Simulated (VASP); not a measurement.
A run of VASP 6.6.1 is set up as follows.

INCAR

```
PREC     = Accurate       # precision mode
ENCUT    = 520            # plane-wave cutoff, eV
EDIFF    = 1E-8           # SCF threshold, eV
ISMEAR   = -1             # smearing method
SIGMA    = 0.03           # smearing width, eV
LREAL    = F              # projectors in reciprocal space
LASPH    = T              # aspherical terms in the spheres
NELM     = 60             # most SCF steps
ALGO     = Normal         # electronic algorithm
ISIF     = 2              # what is computed and relaxed
LWAVE    = F              # write WAVECAR
LCHARG   = F              # write CHGCAR
GGA      = PE             # functional
LEFG     = T            
NBANDS   = 17             # bands
```

The input KPOINTS:

```
Automatic mesh
0
Gamma
  11 11 11
```

The input POSCAR:

```
BiAs
1.0
    0.0000000000      3.0165143172      3.0165143172
    3.0165143172      0.0000000000      3.0165143172
    3.0165143172      3.0165143172      0.0000000000
As Bi
1 1
Direct
    0.0000000000      0.0000000000      0.0000000000
    0.5000000000      0.5000000000      0.5000000000
```

Potentials or basis: VASP PAW PBE potentials, release 64 (As, Bi_d).

Command:

```console
$ cat potpaw_PBE.64/As/POTCAR potpaw_PBE.64/Bi_d/POTCAR > POTCAR
$ mpirun -np 1 vasp_std > vasp.out
```

Q: Predict the band gap on the k mesh.

A: 0.13 eV (least direct gap 0.39 eV).

Q: Predict the pressure.

A: 0.0 GPa.

Caveat: spin-orbit coupling is left out, which moves the levels of the heavy elements; an odd mesh through Γ misses points on the zone boundary, where band edges can lie.
